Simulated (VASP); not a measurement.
A run of VASP 6.6.1 is set up as follows.

File INCAR:

```
PREC = Accurate ; ENCUT = 600
EDIFF = 1E-7 ; ISMEAR = 0
SIGMA = 0.1 ; LREAL = F
LASPH = T ; NELM = 80
ALGO = Normal ; ISIF = 3
LWAVE = F ; LCHARG = F
GGA = PE ; IBRION = 2
NSW = 100 ; EDIFFG = -0.01
```

The input KPOINTS:

```
Automatic mesh
0
Gamma
  12 12 14
```

Contents of POSCAR:

```
W3N2
1.0
    5.5829321906      0.0000000000      0.0000000000
   -2.7914660953      4.8349611047      0.0000000000
    0.0000000000      0.0000000000      2.6792622711
W N
3 2
Direct
    0.6905965832      0.0000000000      0.0000000000
    0.0000000000      0.6905965832      0.0000000000
    0.3094034168      0.3094034168      0.0000000000
    0.3333333333      0.6666666667      0.0000000000
    0.6666666667      0.3333333333      0.0000000000
```

Potentials or basis: VASP PAW PBE potentials, release 64 (W_sv, N).

The run is started by

```sh
$ cat potpaw_PBE.64/W_sv/POTCAR potpaw_PBE.64/N/POTCAR > POTCAR
$ mpirun -np 1 vasp_std > vasp.out
```

Q: Predict the relaxed cell.

A: a = 5.562 Å, b = 5.562 Å, c = 2.728 Å, α = 90.00°, β = 90.00°, γ = 120.00°.

Q: What does it give for the relaxed volume?

A: 14.62 Å³/atom.

Q: Estimate the space group after relaxing (to 0.1 Å).

A: P-62m (No. 189).

Step by step:
```csv
step,energy change (eV),largest force (eV/Å),pressure (GPa),volume (Å³)
1,0.0000,0.4086,2.74,72.32
2,-0.0167,0.0390,-4.64,74.93
3,-0.0333,0.1454,-1.71,73.82
4,-0.0314,0.2854,2.14,72.85
5,-0.0394,0.2140,0.05,73.36
6,-0.0434,0.0044,-0.03,73.11
7,-0.0434,0.0017,-0.03,73.10
8,-0.0434,0.0005,0.00,73.08
```
